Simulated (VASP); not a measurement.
**Rh: single point with r2SCAN**

Crystal: Rh.

```
CELL_PARAMETERS angstrom
2.69174 0.00000 0.00000
-1.34587 2.33112 0.00000
0.00000 0.00000 8.79807
ATOMIC_POSITIONS crystal
Rh 0.66667 0.33333 0.75000
Rh 0.00000 0.00000 0.50000
Rh 0.33333 0.66667 0.25000
Rh 0.00000 0.00000 0.00000
```

```yaml
Program: VASP 6.6.1
Task: single point
Functional: r2SCAN
Potentials_or_basis: VASP PAW PBE potentials, release 64 (Rh_pv)
Cutoff: 520 eV
k_mesh: 11 × 11 × 3
Occupations: fermi-dirac, width 0.05 eV
Spin: no spin polarisation
Dipole_correction: no
Further_INCAR_settings: ALGO = Normal; EDIFF = 1e-06; NBANDS = 38
```

```json
{
 "Pressure": "0.0 GPa",
 "Band gap on the k mesh": "zero (band 30 reaches 12.32 eV, above the bottom of band 31 at 10.61 eV)"
}
```

Stress tensor (GPa, compression positive):
```
 0.52  0.00  0.00
 0.00  0.52  0.00
 0.00  0.00 -1.00
```

Levels at points of the mesh, in eV from the Fermi level:
```
           k point  band 26  band 27  band 28  band 29  band 30  band 31  band 32  band 33
(0.00, 0.00, 0.00)    -2.70    -2.70    -1.52    -1.52    -0.89    -0.89    -0.37    -0.37
```

Wall time 3 min on 1 thread of AMD EPYC 9R45 96-Core Processor (Zen 5), with other jobs on the host, peak memory 0.16 GiB.

Caveat: the PAW data sets were made with another functional, which shifts forces and pressure a little.
